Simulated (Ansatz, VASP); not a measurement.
**One calculation of Ta2Sn3, two programs**

```xyz
5
Lattice="-1.8254 1.8254 7.8488 1.8254 -1.8254 7.8488 1.8254 1.8254 -7.8488" Properties=species:S:1:pos:R:3 pbc="T T T"
Ta    0.0000    0.0000    6.3816
Ta    0.0000    0.0000    9.3160
Sn    0.0000    0.0000   12.6737
Sn    0.0000    0.0000    3.0239
Sn    0.0000    0.0000    0.0000
```

Alike in both runs: functional PBE; k mesh 6 × 6 × 6; occupations gaussian, width 0.2 eV; no spin polarisation.

Ansatz relaxed the structure, and its values are those at the end. VASP's run is a single point on that final structure, the one shown.

|  | VASP | Ansatz |
| --- | --- | --- |
| version | VASP 6.6.1 | Ansatz 0.2.0 |
| potentials or method | VASP PAW PBE potentials, release 64 (Ta_pv, Sn_d), cutoff 520 eV | scalar-relativistic, plane waves, PAW |
| valence electrons in the cell | 64 | 68 |

VASP gave:

- gap on the k mesh at the Fermi level (eV): none
- pressure (GPa): 0.1
- rms of the force components (eV/Å): 0.014

Problem. Which values does Ansatz return?

Solution. gap on the k mesh at the Fermi level (eV): none; pressure (GPa): 0.1; rms of the force components (eV/Å): 0.015.

A gap of «none» marks a metal or a gap that the smearing closes. The functional is the same, so the differences come from potentials, cutoffs and numerics. VASP's potentials hold 64 valence electrons a cell and Ansatz's 68, so a difference there can come from the potentials and not from the codes.

The k mesh is coarse, so the values compare programs but aren't converged. Spin-orbit coupling is off throughout.
